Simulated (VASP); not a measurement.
# CuO (Cc) in VASP: notebook, part 3 of 3

VASP 6.6.1.

## (4) Single point, PBE+U

This run uses another cell than the first one, of 10.16 Å³/atom.

INCAR

```
SYSTEM = CuO
ALGO = Normal ; EDIFF = 1E-6
ENCUT = 520 ; GGA = PE
ISIF = 2 ; ISMEAR = -1
LASPH = .TRUE. ; LCHARG = .TRUE.
LDAU = .TRUE. ; LDAUJ = 0 0
LDAUL = 2 -1 ; LDAUPRINT = 1
LDAUTYPE = 2 ; LDAUU = 1 0
LELF = .TRUE. ; LMAXMIX = 4
LREAL = .FALSE. ; LVHAR = .TRUE.
LWAVE = .FALSE. ; NBANDS = 25
NELM = 150 ; PREC = Accurate
SIGMA = 0.05
```

KPOINTS

```
k-points
0
G
  10 10 5
  0 0 0
```

POSCAR

```
CuO
1.0
    2.3446497600     -1.7133998200      0.0000000000
    2.3446497600      1.7133998200      0.0000000000
   -0.8605499100      0.0000000000      5.0594394800
Cu O
2 2
Direct
    0.0032000000      0.4968000000      0.0000000000
    0.4968000000      0.0032000000      0.5000000000
    0.5714000000      0.4056000000      0.2537000000
    0.4056000000      0.5714000000      0.7537000000
```

Potentials or basis: VASP PAW PBE potentials, release 64 (Cu, O).

Command:

```console
$ cat potpaw_PBE.64/Cu/POTCAR potpaw_PBE.64/O/POTCAR > POTCAR
$ mpirun -np 1 vasp_std > vasp.out
```

OUTCAR:

```text
SYSTEM = CuO
   EDIFF = 1E-6
   ENCUT = 520
   GGA = PE
   ISIF = 2
   ISMEAR = -1
   LASPH = .TRUE.
   LREAL = .FALSE.
   NELM = 150
   PREC = Accurate

 ion  position               nearest neighbor table
   1  0.003  0.497  0.000-   4 1.91   3 1.93   4 1.98   3 2.02
   2  0.497  0.003  0.500-   3 1.91   4 1.93   3 1.98   4 2.02
   3  0.571  0.406  0.254-   2 1.91   1 1.93   2 1.98   1 2.02
   4  0.406  0.571  0.754-   1 1.91   2 1.93   1 1.98   2 2.02

  LATTYP: Found a base centered monoclinic cell.
 ALAT       =     4.6892995200
 B/A-ratio  =     0.7307700490
 C/A-ratio  =     1.0944283419
 COS(beta)  =    -0.1676798045

  Lattice vectors:

 A1 = (   2.3446497600,  -1.7133998200,   0.0000000000)
 A2 = (   2.3446497600,   1.7133998200,   0.0000000000)
 A3 = (  -0.8605499100,   0.0000000000,   5.0594394800)

Analysis of symmetry for initial positions (statically):
=====================================================================
 Subroutine PRICEL returns:
 Original cell was already a primitive cell.

 Routine SETGRP: Setting up the symmetry group for a
 base centered monoclinic supercell.

 Subroutine GETGRP returns: Found  2 space group operations
 (whereof  1 operations were pure point group operations)
 out of a pool of  4 trial point group operations.

The static configuration has the point symmetry C_1 .
 The point group associated with its full space group is C_1h.

Analysis of symmetry for dynamics (positions and initial velocities):
=====================================================================
 Subroutine PRICEL returns:
 Original cell was already a primitive cell.

 Routine SETGRP: Setting up the symmetry group for a
 base centered monoclinic supercell.

 Subroutine GETGRP returns: Found  2 space group operations
 (whereof  1 operations were pure point group operations)
 out of a pool of  4 trial point group operations.

The dynamic configuration has the point symmetry C_1 .
 The point group associated with its full space group is C_1h.

 Subroutine INISYM returns: Found  2 space group operations
 (whereof  1 operations are pure point group operations),
 and found     1 'primitive' translations

----------------------------------------------------------------------------------------

                                     Primitive cell

  volume of cell :      40.6508

  direct lattice vectors                    reciprocal lattice vectors
     2.344649760 -1.713399820  0.000000000     0.213251467 -0.291817470  0.036271514
     2.344649760  1.713399820  0.000000000     0.213251467  0.291817470  0.036271514
    -0.860549910  0.000000000  5.059439480     0.000000000  0.000000000  0.197650353
[... 156 lines left out ...]
  o =  0.9566  v = -0.0415 -0.2713 -0.2096 -0.4601 -0.8180  0.0000  0.0000  0.0000  0.0000  0.0000      0.0000  0.0000  0.0000  0.0000  0.0000  0.0000  0.0000  0.0000  0.0000  0.0000
  o =  0.9566  v =  0.0000  0.0000  0.0000  0.0000  0.0000 -0.0415 -0.2713 -0.2096 -0.4601 -0.8180      0.0000  0.0000  0.0000  0.0000  0.0000  0.0000  0.0000  0.0000  0.0000  0.0000
  o =  0.9590  v =  0.0000  0.0000  0.0000  0.0000  0.0000  0.1457 -0.7070 -0.3156 -0.3515  0.5057      0.0000  0.0000  0.0000  0.0000  0.0000  0.0000  0.0000  0.0000  0.0000  0.0000
  o =  0.9590  v =  0.1457 -0.7070 -0.3156 -0.3515  0.5057  0.0000  0.0000  0.0000  0.0000  0.0000      0.0000  0.0000  0.0000  0.0000  0.0000  0.0000  0.0000  0.0000  0.0000  0.0000
  o =  0.9694  v =  0.0000  0.0000  0.0000  0.0000  0.0000  0.4615 -0.2391  0.8351 -0.1686 -0.0633      0.0000  0.0000  0.0000  0.0000  0.0000  0.0000  0.0000  0.0000  0.0000  0.0000
  o =  0.9694  v =  0.4615 -0.2391  0.8351 -0.1686 -0.0633  0.0000  0.0000  0.0000  0.0000  0.0000      0.0000  0.0000  0.0000  0.0000  0.0000  0.0000  0.0000  0.0000  0.0000  0.0000

atom =   2  type =  1  l = 2

 onsite density matrix

spin component  1

  0.9417 -0.0136 -0.0126 -0.0065  0.0016
 -0.0136  0.8965 -0.0012 -0.0819  0.0258
 -0.0126 -0.0012  0.9623 -0.0021 -0.0013
 -0.0065 -0.0819 -0.0021  0.8480  0.0341
  0.0016  0.0258 -0.0013  0.0341  0.9464

spin component  2

  0.9417 -0.0136 -0.0126 -0.0065  0.0016
 -0.0136  0.8965 -0.0012 -0.0819  0.0258
 -0.0126 -0.0012  0.9623 -0.0021 -0.0013
 -0.0065 -0.0819 -0.0021  0.8480  0.0341
  0.0016  0.0258 -0.0013  0.0341  0.9464

 occupancies and eigenvectors

  o =  0.7750  v = -0.0815 -0.5812 -0.0163 -0.7726  0.2418  0.0000  0.0000  0.0000  0.0000  0.0000      0.0000  0.0000  0.0000  0.0000  0.0000  0.0000  0.0000  0.0000  0.0000  0.0000
  o =  0.7750  v =  0.0000  0.0000  0.0000  0.0000  0.0000 -0.0815 -0.5812 -0.0163 -0.7726  0.2418      0.0000  0.0000  0.0000  0.0000  0.0000  0.0000  0.0000  0.0000  0.0000  0.0000
  o =  0.9349  v = -0.8703 -0.1778 -0.3984  0.1986 -0.1127  0.0000  0.0000  0.0000  0.0000  0.0000      0.0000  0.0000  0.0000  0.0000  0.0000  0.0000  0.0000  0.0000  0.0000  0.0000
  o =  0.9349  v =  0.0000  0.0000  0.0000  0.0000  0.0000 -0.8703 -0.1778 -0.3984  0.1986 -0.1127      0.0000  0.0000  0.0000  0.0000  0.0000  0.0000  0.0000  0.0000  0.0000  0.0000
  o =  0.9566  v =  0.0415  0.2713 -0.2096 -0.4601 -0.8180  0.0000  0.0000  0.0000  0.0000  0.0000      0.0000  0.0000  0.0000  0.0000  0.0000  0.0000  0.0000  0.0000  0.0000  0.0000
  o =  0.9566  v =  0.0000  0.0000  0.0000  0.0000  0.0000  0.0415  0.2713 -0.2096 -0.4601 -0.8180      0.0000  0.0000  0.0000  0.0000  0.0000  0.0000  0.0000  0.0000  0.0000  0.0000
  o =  0.9590  v =  0.0000  0.0000  0.0000  0.0000  0.0000 -0.1457  0.7070 -0.3156 -0.3515  0.5057      0.0000  0.0000  0.0000  0.0000  0.0000  0.0000  0.0000  0.0000  0.0000  0.0000
  o =  0.9590  v = -0.1457  0.7070 -0.3156 -0.3515  0.5057  0.0000  0.0000  0.0000  0.0000  0.0000      0.0000  0.0000  0.0000  0.0000  0.0000  0.0000  0.0000  0.0000  0.0000  0.0000
  o =  0.9694  v =  0.0000  0.0000  0.0000  0.0000  0.0000 -0.4615  0.2391  0.8351 -0.1686 -0.0633      0.0000  0.0000  0.0000  0.0000  0.0000  0.0000  0.0000  0.0000  0.0000  0.0000
  o =  0.9694  v = -0.4615  0.2391  0.8351 -0.1686 -0.0633  0.0000  0.0000  0.0000  0.0000  0.0000      0.0000  0.0000  0.0000  0.0000  0.0000  0.0000  0.0000  0.0000  0.0000  0.0000

 number of electron      33.9999999 magnetization

 Free energy of the ion-electron system (eV)
  ---------------------------------------------------
  ext. energy  EPLUGINS =         0.00000000
  ---------------------------------------------------
  free energy    TOTEN  =       -18.78538047 eV

  energy without entropy =      -18.76661306  energy(sigma->0) =      -18.77599677

 E-fermi :   5.5806     XC(G=0): -11.8847

 val. band max:        5.5794091913   @ k =   0.3000   0.2000   0.4000
 cond. band min:       5.5904123687   @ k =   0.5000   0.2000   0.4000
 fundamental gap:      0.0110031774
 Fermi energy:         5.5805682667

 k-point     1 :       0.0000    0.0000    0.0000
  band No.  band energies     occupation
      1     -14.2560      2.00000
      2     -12.9422      2.00000
      3      -2.5002      2.00000
      4       0.0435      2.00000
      5       0.3910      2.00000
      6       2.0640      2.00000
[... 661 lines left out ...]
     24      19.0256      0.00000
     25      20.0888      0.00000

 [... further k-points ...]

------------------------ aborting loop because EDIFF is reached ----------------------------------------

  FORCE on cell =-STRESS in cart. coord.  units (eV):
  Direction    XX          YY          ZZ          XY          YZ          ZX
  --------------------------------------------------------------------------------------
  -------------------------------------------------------------------------------------
  Total        1.4437228      1.6000667      1.2983093      0.0000000      0.0000000     -0.4308556
  in kB       56.9017095     63.0637174     51.1704993      0.0000000      0.0000000    -16.9813896
  external PRESSURE =      57.0453087 kB  Pullay stress =       0.0000000 kB

 VOLUME and BASIS-vectors are now :
 -----------------------------------------------------------------------------
  energy-cutoff  :      520.00
  volume of cell :       40.65
      direct lattice vectors                 reciprocal lattice vectors
     2.344649760 -1.713399820  0.000000000     0.213251467 -0.291817470  0.036271514
     2.344649760  1.713399820  0.000000000     0.213251467  0.291817470  0.036271514
    -0.860549910  0.000000000  5.059439480     0.000000000  0.000000000  0.197650353

 POSITION                                       TOTAL-FORCE (eV/Angst)
 -----------------------------------------------------------------------------------
      1.17232      0.84573      0.00000        -0.641417      0.355367      0.251559
      0.74205     -0.84573      2.52972        -0.641417     -0.355367      0.251559
      2.07240     -0.28408      1.28358         0.641417      0.254486     -0.251559
      1.64213      0.28408      3.81330         0.641417     -0.254486     -0.251559
 -----------------------------------------------------------------------------------
    total drift:                               -0.000087      0.000000     -0.000594

  FREE ENERGIE OF THE ION-ELECTRON SYSTEM (eV)
  ---------------------------------------------------
  free  energy   TOTEN  =       -18.7853804745 eV

  energy  without entropy=      -18.7666130601  energy(sigma->0) =      -18.77599677
```

It took 2.7 min on 1 thread of Intel Xeon 6975P-C (Granite Rapids), shared host; peak memory 0.25 GiB.

Results:

* Free energy: -18.7854 eV
* Pressure: 5.7 GPa
* Largest force: 0.775 eV/Å
* Band gap on the k mesh: zero (bands 17 and 18 overlap by 0.62 eV)

Forces on the atoms (eV/Å):
```
Cu  -0.641  0.355  0.252
Cu  -0.641 -0.355  0.252
O    0.641  0.254 -0.252
O    0.641 -0.254 -0.252
```

Eigenvalues of the final occupation matrices:
```tsv
site	spin	trace	eigenvalues
site 1 d	1	4.59	0.77 0.93 0.96 0.96 0.97
site 1 d	2	4.59	0.77 0.93 0.96 0.96 0.97
site 2 d	1	4.59	0.77 0.93 0.96 0.96 0.97
site 2 d	2	4.59	0.77 0.93 0.96 0.96 0.97
```

Caveat: the cell stands under pressure; U without spin polarisation on a metal has little footing.

## (5) Overview

| level | potentials or basis | U | cell | cutoff (eV) | gap on the mesh (eV) | pressure (GPa) | largest force (eV/Å) |
| --- | --- | --- | --- | --- | --- | --- | --- |
| LDA | VASP PAW LDA potentials, release 64 (Cu_sv_GW, O) | - | a = 2.942, b = 2.942, c = 5.200 Å, angles 97.8, 97.8, 72.3°, 4 atoms | 820 | none | -15.6 | 0.79 |
| LDA | VASP PAW LDA potentials, release 64 (Cu_sv_GW, O) | - | a = 2.884, b = 2.884, c = 5.098 Å, angles 97.8, 97.8, 72.3°, 4 atoms | 820 | none | -6.3 | 0.80 |
| PBE+U | VASP PAW PBE potentials, release 64 (Cu, O) | Cu d U = 1.0 eV | a = 2.904, b = 2.904, c = 5.132 Å, angles 97.8, 97.8, 72.3°, 4 atoms | 520 | none | 5.7 | 0.78 |

Alike in all rows: task single point; no spin polarisation; k mesh 10 × 10 × 5; smearing fermi-dirac 0.05 eV.

Caveats: semilocal functionals often make such compounds metallic where correlation or magnetic order opens a gap, which also shifts bond lengths (at least some runs); the stress differs along the axes, from -19 to -11 GPa (at least some runs); the cell stands under tension (at least some runs); the cell stands under pressure (at least some runs); U without spin polarisation on a metal has little footing (at least some runs).

Absolute energies hang on the potentials; compare differences alone.

The gap in the log of VASP goes by the Fermi energy; the results here count the filled bands.